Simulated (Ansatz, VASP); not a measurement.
**Re: VASP beside Ansatz**

The input INCAR:

```
SYSTEM = Re
  PREC = Accurate
  ENCUT = 560
  EDIFF = 1E-6
  ISMEAR = -1
  SIGMA = 0.1
  LREAL = .False.
  LASPH = .True.
  NELM = 120
  ALGO = Normal
  ISIF = 2
  LWAVE = .False.
  LCHARG = .False.
  GGA = B5
  ALDAX = 1.0
  AGGAX = 1.0
  AGGAC = 1.0
  ALDAC = 0.0
  NBANDS = 14
  GGA_COMPAT = .False.
```

File KPOINTS:

```
regular mesh
0
Gamma
  15 15 15
  0 0 0
```

POSCAR

```
Re
1.0
    0.0000000000      2.0087636652      2.0087636652
    2.0087636652      0.0000000000      2.0087636652
    2.0087636652      2.0087636652      0.0000000000
Re
1
Direct
    0.0000000000      0.0000000000      0.0000000000
```

Input for Ansatz:

```yaml
crystal:
  lattice:
    - [0.0, 2.0087636652, 2.0087636652]
    - [2.0087636652, 0.0, 2.0087636652]
    - [2.0087636652, 2.0087636652, 0.0]
  atoms:
    - { symbol: Re, position: [0.0, 0.0, 0.0] }
hamiltonian:
  xc: blyp
  pseudopotentials:
    kind: paw
    azcp:
      Re: "pseudopotentials/Re.paw.azcp"
basis:
  ecutwfc: 420
  fft_grid_basis: typed
kpoints:
  mp_grid: { grid: [15, 15, 15], shift: [0, 0, 0] }
magnetization:
  spin_polarized: false
scf:
  occupations: { method: fermi_dirac, width: 0.1 }
  lower_state_search: "off"
output:
  stress: true
  write_density: true
  write_potential: true
  elf: true
  volumetric_format: npy
```

Alike in both runs: task single point; functional BLYP; k mesh 15 × 15 × 15; occupations fermi-dirac, width 0.1 eV; no spin polarisation.

```csv
,VASP,Ansatz
version,VASP 6.6.1,Ansatz 0.2.0
potentials or method,"VASP PAW PBE potentials, release 64 (Re_sv_GW), cutoff 560 eV","plane waves (420 eV) with PAW, scalar-relativistic"
valence electrons in the cell,15,15
```

|  | VASP | Ansatz | Ansatz less VASP |
| --- | --- | --- | --- |
| pressure (GPa) | -11.5 | -11.5 | +0.04 |

VASP's potentials were made for PBE, not for BLYP. The functional is the same, so the differences come from potentials, cutoffs and numerics.

Neither program's run includes spin-orbit coupling.
